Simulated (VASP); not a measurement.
# F (C2/c) in VASP: further runs, part 2 of 2

VASP 6.6.1. The steps go on from the part before.

### 3 Single point, PBE+D3(BJ) (15.70 Å³/atom)

Contents of INCAR:

```
  PREC = Accurate
  ENCUT = 520
  EDIFF = 1E-6
  ISMEAR = 0
  SIGMA = 0.05
  LREAL = False
  LASPH = True
  NELM = 80
  ALGO = Normal
  ISIF = 2
  LWAVE = False
  LCHARG = True
  GGA = PE
  IVDW = 12
  LELF = True
  LVHAR = True
  NBANDS = 22
```

Contents of KPOINTS:

```
regular mesh
0
Gamma
  8 8 4
```

Contents of POSCAR:

```
F
1.0
    2.6235569500     -1.7709423068      0.2768716631
    2.6235569500      1.7709423068      0.2768716631
   -0.8194564359      0.0000000000      6.6713474577
F
4
Direct
    0.9138648456      0.5855481450      0.0939279973
    0.4144518550      0.0861351544      0.4060720027
    0.0861351544      0.4144518550      0.9060720027
    0.5855481450      0.9138648456      0.5939279973
```

Potentials or basis: VASP PAW PBE potentials, release 64 (F).

Run with:

```
cat potpaw_PBE.64/F/POTCAR > POTCAR
mpirun -np 1 vasp_std > vasp.out
```

OUTCAR:

```text
PREC = Accurate
   ENCUT = 520
   EDIFF = 1E-6
   ISMEAR = 0
   LREAL = False
   LASPH = True
   NELM = 80
   ISIF = 2
   GGA = PE
   IVDW = 12
 IVDW          = 12

 ion  position               nearest neighbor table
   1  0.914  0.586  0.094-   3 1.40
   2  0.414  0.086  0.406-   4 1.40
   3  0.086  0.414  0.906-   1 1.40
   4  0.586  0.914  0.594-   2 1.40

  LATTYP: Found a base centered monoclinic cell.
 ALAT       =     5.2762520742
 B/A-ratio  =     0.6712879832
 C/A-ratio  =     1.2739131444
 COS(beta)  =    -0.0170754202

  Lattice vectors:

 A1 = (   2.6235569500,  -1.7709423068,   0.2768716631)
 A2 = (   2.6235569500,   1.7709423068,   0.2768716631)
 A3 = (  -0.8194564359,   0.0000000000,   6.6713474577)

Analysis of symmetry for initial positions (statically):
=====================================================================
 Subroutine PRICEL returns:
 Original cell was already a primitive cell.

 Routine SETGRP: Setting up the symmetry group for a
 base centered monoclinic supercell.
[... 169 lines left out ...]
  free energy    TOTEN  =        -7.27139039 eV

  energy without entropy =       -7.27139039  energy(sigma->0) =       -7.27139039

 E-fermi :  -4.8218     XC(G=0):  -7.6994

 val. band max:       -5.0936055643   @ k =   0.0000   0.0000   0.0000
 cond. band min:      -2.0040392992   @ k =   0.0000   0.0000   0.0000
 fundamental gap:      3.0895662651
 Fermi energy:        -4.8218193259

 k-point     1 :       0.0000    0.0000    0.0000
  band No.  band energies     occupation
      1     -30.2007      2.00000
      2     -30.0894      2.00000
      3     -23.7072      2.00000
      4     -23.3791      2.00000
      5     -11.7119      2.00000
      6     -11.0031      2.00000
[... 589 lines left out ...]
     21      12.7927      0.00000
     22      13.6746      0.00000

 [... further k-points ...]

------------------------ aborting loop because EDIFF is reached ----------------------------------------

 Edisp (eV)   -0.12018

 E8    (eV) :    -0.0264

  FORCE on cell =-STRESS in cart. coord.  units (eV):
  Direction    XX          YY          ZZ          XY          YZ          ZX
  --------------------------------------------------------------------------------------
  -------------------------------------------------------------------------------------
  Total       0.02549     0.44350     2.07911     0.00000     0.00000    -0.25339
  in kB       0.65025    11.31546    53.04643     0.00000     0.00000    -6.46487
  external pressure =       21.67 kB  Pullay stress =        0.00 kB

 VOLUME and BASIS-vectors are now :
 -----------------------------------------------------------------------------
  energy-cutoff  :      520.00
  volume of cell :       62.80
      direct lattice vectors                 reciprocal lattice vectors
     2.623556950 -1.770942307  0.276871663     0.188142102 -0.282335567  0.023109913
     2.623556950  1.770942307  0.276871663     0.188142102  0.282335567  0.023109913
    -0.819456436  0.000000000  6.671347458    -0.015616400  0.000000000  0.147976559

 POSITION                                       TOTAL-FORCE (eV/Angst)
 -----------------------------------------------------------------------------------
      3.85683     -0.58143      1.04177        -0.104710      0.418722      0.864198
      0.98056     -0.58143      2.84765         0.104710      0.418722     -0.864198
      0.57083      0.58143      6.18332         0.104710     -0.418722     -0.864198
      3.44710      0.58143      4.37745        -0.104710     -0.418722      0.864198
 -----------------------------------------------------------------------------------
    total drift:                                0.000000     -0.000000      0.000000

  FREE ENERGIE OF THE ION-ELECTRON SYSTEM (eV)
  ---------------------------------------------------
  free  energy   TOTEN  =        -7.3915736226 eV

  energy  without entropy=       -7.3915736226  energy(sigma->0) =       -7.39157362
```

stdout:

```text
POSCAR found type information on POSCAR F
 POSCAR found :  1 types and       4 ions
 scaLAPACK will be used
 LDA part: xc-table for (Slater+PW92), standard interpolation
 POSCAR, INCAR and KPOINTS ok, starting setup
 FFT: planning ... GRIDC
 FFT: planning ... GRID_SOFT
 FFT: planning ... GRID
 WAVECAR not read
 entering main loop
```

Wall time 26 s (1 thread of Intel Xeon 6975P-C (Granite Rapids), shared host); peak memory 0.19 GiB.

Results:

| Quantity | Value |
| --- | --- |
| Free energy | -7.3916 eV |
| Pressure | 2.2 GPa |
| Largest force | 0.966 eV/Å |
| Band gap on the k mesh | 3.09 eV |
| Dispersion energy per atom | -0.030 eV |

Forces on the atoms (eV/Å):
```
F   -0.105  0.419  0.864
F    0.105  0.419 -0.864
F    0.105 -0.419 -0.864
F   -0.105 -0.419  0.864
```

Levels at points of the mesh, in eV from the valence-band top:
```
           k point  band 12  band 13  band 14  band 15  band 16  band 17
(0.00, 0.00, 0.00)    -0.08    -0.01     0.00     3.09     3.93     9.25
(0.50, 0.00, 0.00)    -0.33    -0.07    -0.05     3.61     3.61    13.56
(0.50, 0.50, 0.00)    -0.47    -0.11    -0.08     3.37     3.85    14.01
(0.00, 0.00, 0.50)    -0.23    -0.01    -0.01     3.49     3.49    10.17
(0.50, 0.00, 0.50)    -0.29    -0.04    -0.03     3.58     3.58    14.06
(0.50, 0.50, 0.50)    -0.34    -0.29    -0.29     3.60     3.60    14.52
```

A k mesh can miss the band edges.

### 4 Single point, PBE+D3(BJ) (15.70 Å³/atom)

Contents of INCAR:

```
SYSTEM = F
ALGO = Normal ; EDIFF = 1E-6
ENCUT = 520 ; GGA = PE
ISIF = 2 ; ISMEAR = 0
IVDW = 12 ; LASPH = .True.
LCHARG = .False. ; LREAL = .False.
LWAVE = .False. ; NBANDS = 22
NELM = 100 ; PREC = Accurate
SIGMA = 0.05
```

Contents of KPOINTS:

```
k-points
0
Gamma
  8 8 4
  0 0 0
```

Contents of POSCAR:

```
F
1.0
    2.8426880721     -1.7013162786      0.2999972135
    2.8426880721      1.7013162786      0.2999972135
   -0.8012596307      0.0000000000      6.4075783856
F
4
Direct
    0.9138648456      0.5855481450      0.0939279973
    0.4144518550      0.0861351544      0.4060720027
    0.0861351544      0.4144518550      0.9060720027
    0.5855481450      0.9138648456      0.5939279973
```

Run with:

```
cat potpaw_PBE.64/F/POTCAR > POTCAR
mpirun -np 1 vasp_std > vasp.out
```

It took 33 s on 1 thread of Intel Xeon 6975P-C (Granite Rapids), shared host; peak memory 0.21 GiB.

It converged, with:

```
Free energy                : -7.1406 eV
Pressure                   : 8.3 GPa
Largest force              : 3.542 eV/Å
Band gap on the k mesh     : 3.81 eV
Dispersion energy per atom : -0.030 eV
```

Forces on the atoms (eV/Å):
```
F   -0.402  1.559  3.155
F    0.402  1.559 -3.155
F    0.402 -1.559 -3.155
F   -0.402 -1.559  3.155
```

Stress tensor (GPa, compression positive):
```
-0.16  0.00 -2.63
 0.00  4.82  0.00
-2.63  0.00 20.21
```

Levels at points of the mesh, in eV from the valence-band top:
```
           k point  band 11  band 12  band 13  band 14  band 15  band 16  band 17  band 18
(0.00, 0.00, 0.00)    -0.45    -0.12    -0.08     0.00     3.81     4.76     8.89    11.54
(0.50, 0.00, 0.00)    -0.33    -0.32    -0.13    -0.12     4.38     4.39    13.13    13.14
(0.50, 0.50, 0.00)    -0.64    -0.52    -0.09    -0.06     4.05     4.70    12.72    14.35
(0.00, 0.00, 0.50)    -0.29    -0.29    -0.06    -0.06     4.23     4.23     9.89     9.89
(0.50, 0.00, 0.50)    -0.29    -0.27    -0.09    -0.08     4.35     4.35    13.60    13.62
(0.50, 0.50, 0.50)    -0.34    -0.34    -0.32    -0.32     4.36     4.36    13.35    13.35
```

Caveat: the cell stands under pressure; forces of over 1 eV/Å act on the atoms, so gaps and moduli don't describe the material at rest.

### 5 Overview

| cell | gap on the mesh (eV) | pressure (GPa) | largest force (eV/Å) |
| --- | --- | --- | --- |
| a = 3.224, b = 3.224, c = 6.632 Å, angles 90.9, 90.9, 65.6°, 4 atoms | 3.32 | 4.0 | 1.75 |
| a = 3.177, b = 3.177, c = 6.721 Å, angles 90.8, 90.8, 67.7°, 4 atoms | 3.09 | 2.2 | 0.97 |
| a = 3.326, b = 3.326, c = 6.457 Å, angles 90.9, 90.9, 61.5°, 4 atoms | 3.81 | 8.3 | 3.54 |

Alike in all rows: task single point; level PBE+D3(BJ); potentials or basis VASP PAW PBE potentials, release 64 (F); no spin polarisation; k mesh 8 × 8 × 4; cutoff (eV) 520; smearing gaussian 0.05 eV.

Caveats: the cell stands under pressure (at least some runs); forces of over 1 eV/Å act on the atoms, so gaps and moduli don't describe the material at rest (at least some runs).

Total energies depend on the potentials used, so only differences within one code and one set of settings carry meaning.
